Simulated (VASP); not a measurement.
Write the native input for VASP 6.6.1 that does the following.

- Task: single point
- Functional: LDA
- Potentials or basis: VASP PAW LDA potentials, release 64 (Mg, O)
- Cutoff: 520 eV
- k mesh: 2 × 2 × 1
- Occupations: fermi-dirac, width 0.02 eV
- Spin: no spin polarisation
- Dipole correction: no
- Further INCAR settings: LREAL = Auto; ALGO = Normal; EDIFF = 1e-07; NBANDS = 66

The structure of MgO lies in POSCAR:

```
MgO
1.0
    6.1010589515      0.0000002887      0.0000000000
    3.0505292258      5.2836721863      0.0000000000
    0.0000000000      0.0000000000     19.2268670000
Mg O
12 12
Direct
    0.0000000000      0.0000000000      0.0520106000
    0.0000000000      0.5000000000      0.0520106000
    0.5000000000      0.0000000000      0.0520106000
    0.5000000000      0.5000000000      0.0520106000
    0.6666666667      0.6666666667      0.1863620114
    0.6666666667      0.1666666667      0.1863620114
    0.1666666667      0.6666666667      0.1863620114
    0.1666666667      0.1666666667      0.1863620114
    0.3333333333      0.3333333333      0.3130615590
    0.3333333333      0.8333333333      0.3130615590
    0.8333333333      0.3333333333      0.3130615590
    0.8333333333      0.8333333333      0.3130615590
    0.3333333333      0.8333333333      0.1167831000
    0.3333333333      0.3333333333      0.1167831000
    0.8333333333      0.8333333333      0.1167831000
    0.8333333333      0.3333333333      0.1167831000
    1.0000000000      0.5000000000      0.2358185561
    1.0000000000      0.0000000000      0.2358185561
    0.5000000000      0.5000000000      0.2358185561
    0.5000000000      0.0000000000      0.2358185561
    0.6666666667      0.1666666667      0.3497416835
    0.6666666667      0.6666666667      0.3497416835
    0.1666666667      0.1666666667      0.3497416835
    0.1666666667      0.6666666667      0.3497416835
```

One way to write it, as run:

INCAR

```
PREC = Accurate
ENCUT = 520
EDIFF = 1E-7
ISMEAR = -1
SIGMA = 0.02
LREAL = Auto
LASPH = True
NELM = 80
ALGO = Normal
ISIF = 2
LWAVE = False
LCHARG = False
GGA = CA
NBANDS = 66
```

KPOINTS

```
Automatic mesh
0
Gamma
  2 2 1
```

Potentials or basis: VASP PAW LDA potentials, release 64 (Mg, O).

Launch:

```bash
$ cat potpaw_LDA.64/Mg/POTCAR potpaw_LDA.64/O/POTCAR > POTCAR
$ mpirun -np 1 vasp_std > vasp.out
```

It gave:

| Quantity | Value |
| --- | --- |
| Largest force | 1.977 eV/Å |
| Band gap on the k mesh | zero (band 48 reaches -2.69 eV, above the bottom of band 49 at -2.72 eV) |

Caveat: the k points lie up to 0.59 Å⁻¹ apart.

It took 5.5 min on 1 thread of Intel(R) Xeon(R) Platinum 8175M CPU @ 2.50GHz (Skylake/Cascade Lake), on a shared host, peak memory 0.53 GiB.
